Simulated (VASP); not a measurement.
# KCl (R-3m) in VASP: single point with PBEsol

Aim: the single point of KCl with PBEsol.

Program: VASP 6.6.1. These are calculated values, not measurements. Logs are shortened: lines on timing, memory, paths and dates and some standing lists are left out, and cuts for length are marked.

## (1) The cell of the first run

The structure is trigonal, space group R-3m (No. 166). The conventional cell has a = 4.819 Å, b = 4.819 Å, c = 10.492 Å, α = 90.00°, β = 90.00°, γ = 120.00°. K (site symmetry -3m) has 6 Cl at 3.29 Å within 4.3 Å. Cl (site symmetry -3m) has 6 K at 3.29 Å within 4.3 Å.

## (2) Single point, PBEsol (strained)

File INCAR:

```
SYSTEM = KCl
  ALGO = Normal
  EDIFF = 1E-7
  ENCUT = 520
  GGA = PS
  ISIF = 2
  ISMEAR = 0
  LASPH = .TRUE.
  LCHARG = .FALSE.
  LREAL = .FALSE.
  LWAVE = .FALSE.
  NBANDS = 15
  NELM = 80
  PREC = Accurate
  SIGMA = 0.02
```

File KPOINTS:

```
k-points
0
G
  6 6 6
  0 0 0
```

File POSCAR:

```
KCl
1.0
    0.0000000000      3.4075464870      3.4075464870
    3.1550584870      0.2524880000      3.1550584870
    3.4075464870      3.4075464870      0.0000000000
K Cl
1 1
Direct
    0.0000000000      0.0000000000      0.0000000000
    0.5000000000      0.5000000000      0.5000000000
```

Potentials or basis: VASP PAW PBE potentials, release 64 (K_sv, Cl).

Launch:

```
> cat potpaw_PBE.64/K_sv/POTCAR potpaw_PBE.64/Cl/POTCAR > POTCAR
> mpirun -np 1 vasp_std > vasp.out
```

OUTCAR:

```text
SYSTEM = KCl
   EDIFF = 1E-7
   ENCUT = 520
   GGA = PS
   ISIF = 2
   ISMEAR = 0
   LASPH = .TRUE.
   LREAL = .FALSE.
   NELM = 80
   PREC = Accurate

 ion  position               nearest neighbor table
   1  0.000  0.000  0.000-
   2  0.500  0.500  0.500-

  LATTYP: Found a trigonal (rhomboedric) cell.
 ALAT       =     4.4690645893
 COS(alpha) =     0.4186330808

  Lattice vectors:

 A1 = (  -0.2524880000,  -3.1550584870,   3.1550584870)
 A2 = (   3.1550584870,  -3.1550584870,  -0.2524880000)
 A3 = (   3.1550584870,   0.2524880000,   3.1550584870)

Analysis of symmetry for initial positions (statically):
=====================================================================
 Subroutine PRICEL returns:
 Original cell was already a primitive cell.

 Routine SETGRP: Setting up the symmetry group for a
 trigonal (rhombohedral) supercell.

 Subroutine GETGRP returns: Found 12 space group operations
 (whereof 12 operations were pure point group operations)
 out of a pool of 12 trial point group operations.

The static configuration has the point symmetry D_3d.

Analysis of symmetry for dynamics (positions and initial velocities):
=====================================================================
 Subroutine PRICEL returns:
 Original cell was already a primitive cell.

 Routine SETGRP: Setting up the symmetry group for a
 trigonal (rhombohedral) supercell.

 Subroutine GETGRP returns: Found 12 space group operations
 (whereof 12 operations were pure point group operations)
 out of a pool of 12 trial point group operations.

The dynamic configuration has the point symmetry D_3d.

 Subroutine INISYM returns: Found 12 space group operations
 (whereof 12 operations are pure point group operations),
 and found     1 'primitive' translations

----------------------------------------------------------------------------------------

                                     Primitive cell

  volume of cell :      70.3374

  direct lattice vectors                    reciprocal lattice vectors
     0.000000000  3.407546487  3.407546487    -0.152849125  0.152849125  0.140617158
     3.155058487  0.252488000  3.155058487     0.165081091 -0.165081091  0.165081091
     3.407546487  3.407546487  0.000000000     0.140617158  0.152849125 -0.152849125

  length of vectors
     4.818998456  4.469064589  4.818998456     0.257873796  0.285928837  0.257873796

  position of ions in fractional coordinates (direct lattice)
[... 83 lines left out ...]
   IBRION =     -1    ionic relax: 0-MD 1-quasi-New 2-CG
   NFREE  =      0    steps in history (QN), initial steepest desc. (CG)
   ISIF   =      2    stress and relaxation
   ISYM   =      2    0-nonsym 1-usesym 2-fastsym
   POTIM  = 0.5000    time-step for ionic-motion
   TEBEG  =    0.0;   TEEND  =   0.0 temperature during run
   PSTRESS=    0.0 pullay stress
   NELECT =      16.0000    total number of electrons
   NUPDOWN=      -1.0000    fix difference up-down
   EMIN   =  10.00;   EMAX   =-10.00  energy-range for DOS
   EFERMI =   0.00;   METHOD = LEGACY
   ISMEAR =     0;   SIGMA  =   0.02  broadening in eV -4-tet -1-fermi 0-gaus
   EFERMI_NEDOS =   21; number of points for ismear=-14 and -15
   IALGO  =     38    algorithm
   IMIX   =      4    mixing-type and parameters
     AMIX     =   0.40;   BMIX     =  1.00
     AMIX_MAG =   1.60;   BMIX_MAG =  1.00
  volume/ion in A,a.u.               =      35.17       237.33
  Fermi-wavevector in a.u.,A,eV,Ry     =   0.999354  1.888505 13.588256  0.998709
  Thomas-Fermi vector in A             =   2.131639
   LORBIT       =      0    0 simple, 1 ext, 2 COOP (PROOUT), +10 PAW based schemes
   GGA     = PS    functional components
   LHFCALC =     F    Hartree Fock is set to
   AEXX    =    0.0000 exact exchange contribution
   IVDW    =     0    specifies the selected vdW correction
   LEPSILON=     F    determine dielectric tensor
   LRPA    =     F    only Hartree local field effects (RPA)
 non-spin polarized calculation
 Gauss-broadening in eV      SIGMA  =   0.02
  energy-cutoff  :      520.00
  volume of cell :       70.34
 maximum number of plane-waves:      1903
   NGX = 17   NGY = 17   NGZ = 17

 number of electron      16.0000000 magnetization

 Free energy of the ion-electron system (eV)
  ---------------------------------------------------
  ext. energy  EPLUGINS =         0.00000000
  ---------------------------------------------------
  free energy    TOTEN  =        -6.93841400 eV

  energy without entropy =       -6.93841400  energy(sigma->0) =       -6.93841400

 E-fermi :  -2.0387     XC(G=0):  -7.2121

 val. band max:       -2.1860889258   @ k =   0.0000   0.0000   0.0000
 cond. band min:       2.3121260065   @ k =   0.0000   0.0000   0.0000
 fundamental gap:      4.4982149323
 Fermi energy:        -2.0387127633

 k-point     1 :       0.0000    0.0000    0.0000
  band No.  band energies     occupation
      1     -29.7301      2.00000
      2     -14.2762      2.00000
      3     -13.2593      2.00000
      4     -13.2430      2.00000
      5     -13.2430      2.00000
      6      -2.3585      2.00000
      7      -2.3585      2.00000
      8      -2.1861      2.00000
      9       2.3121      0.00000
     10       5.5854      0.00000
     11       5.5854      0.00000
     12       6.5827      0.00000
     13       6.7641      0.00000
     14       6.7641      0.00000
[... 401 lines left out ...]
      2     -14.3607      2.00000
      3     -13.2775      2.00000
      4     -13.2473      2.00000
      5     -13.1259      2.00000
      6      -2.8219      2.00000
      7      -2.4826      2.00000
      8      -2.3537      2.00000
      9       3.5539      0.00000
     10       5.4081      0.00000
     11       6.4048      0.00000
     12       7.1341      0.00000
     13       7.2990      0.00000
     14       7.7414      0.00000
     15       9.7420      0.00000

 [... further k-points ...]
[... 5 lines left out ...]
  --------------------------------------------------------------------------------------
  -------------------------------------------------------------------------------------
  Total       -0.8462929     -0.8462929     -0.8462929     -0.1943985     -0.1943985      0.1943985
  in kB      -19.2772480    -19.2772480    -19.2772480     -4.4280982     -4.4280982      4.4280982
  external PRESSURE =     -19.2772480 kB  Pullay stress =       0.0000000 kB

 VOLUME and BASIS-vectors are now :
 -----------------------------------------------------------------------------
  energy-cutoff  :      520.00
  volume of cell :       70.34
      direct lattice vectors                 reciprocal lattice vectors
     0.000000000  3.407546487  3.407546487    -0.152849125  0.152849125  0.140617158
     3.155058487  0.252488000  3.155058487     0.165081091 -0.165081091  0.165081091
     3.407546487  3.407546487  0.000000000     0.140617158  0.152849125 -0.152849125

 POSITION                                       TOTAL-FORCE (eV/Angst)
 -----------------------------------------------------------------------------------
      0.00000      0.00000      0.00000         0.000000     -0.000000      0.000000
      3.28130      3.53379      3.28130        -0.000000      0.000000     -0.000000
 -----------------------------------------------------------------------------------
    total drift:                                0.000000      0.000000      0.000000

  FREE ENERGIE OF THE ION-ELECTRON SYSTEM (eV)
  ---------------------------------------------------
  free  energy   TOTEN  =        -6.9384139967 eV

  energy  without entropy=       -6.9384139967  energy(sigma->0) =       -6.93841400
```

Wall time 35 s (1 thread of AMD EPYC 7R13, shared host); peak memory 0.21 GiB.

What came out:

```
Free energy            : -6.9384 eV
Pressure               : -1.9 GPa
Band gap on the k mesh : 4.50 eV, direct
```

Stress tensor (GPa, compression positive):
```
-1.93 -0.44  0.44
-0.44 -1.93 -0.44
 0.44 -0.44 -1.93
```

Caveat: the cell differs from its parent crystal (strained); the PAW data sets were made with another functional, which shifts forces and pressure a little.
